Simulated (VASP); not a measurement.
Set up this calculation in VASP 6.6.1, as the native input.

```
Task                   : electric field gradients
Functional             : LDA
Potentials or basis    : VASP PAW LDA potentials, release 64 (Ga_d)
Cutoff                 : 400 eV
k mesh                 : 9 × 9 × 7
Occupations            : fermi-dirac, width 0.05 eV
Spin                   : no spin polarisation
Dipole correction      : no
Further INCAR settings : ALGO = Normal; EDIFF = 1e-08; NBANDS = 34
```

The structure of Ga lies in POSCAR:

```
Ga
1.0
    2.2615000000     -3.8305000000      0.0000000000
    2.2615000000      3.8305000000      0.0000000000
    0.0000000000      0.0000000000      4.5240000000
Ga
4
Direct
    0.8451000000      0.1549000000      0.0810000000
    0.6549000000      0.3451000000      0.5810000000
    0.1549000000      0.8451000000      0.9190000000
    0.3451000000      0.6549000000      0.4190000000
```

The input as run:

INCAR

```
SYSTEM = Ga
PREC = Accurate
ENCUT = 400
EDIFF = 1E-8
ISMEAR = -1
SIGMA = 0.05
LREAL = .False.
LASPH = .True.
NELM = 120
ALGO = Normal
ISIF = 2
LWAVE = .False.
LCHARG = .False.
GGA = CA
LEFG = .True.
NBANDS = 34
GGA_COMPAT = .False.
```

KPOINTS

```
Automatic mesh
0
Gamma
  9 9 7
  0 0 0
```

Potentials or basis: VASP PAW LDA potentials, release 64 (Ga_d).

Command:

```sh
$ cat potpaw_LDA.64/Ga_d/POTCAR > POTCAR
$ mpirun -np 1 vasp_std > vasp.out
```

Results of the run:

```json
{"Pressure": "-4.0 GPa", "Largest force": "0.146 eV/Å", "Band gap on the k mesh": "zero (bands 26 and 27 overlap by 0.92 eV)", "Largest electric field gradient by atom": "Ga -44.9 V/Å²"}
```

Caveat: the cell stands under tension; without QUAD_EFG the Cq values of the log hold for a quadrupole moment of 1 mb, not for the nuclei.

It took 2.9 min on 1 thread of AMD EPYC 9755 128-Core Processor, on a shared host, peak memory 0.2 GiB.
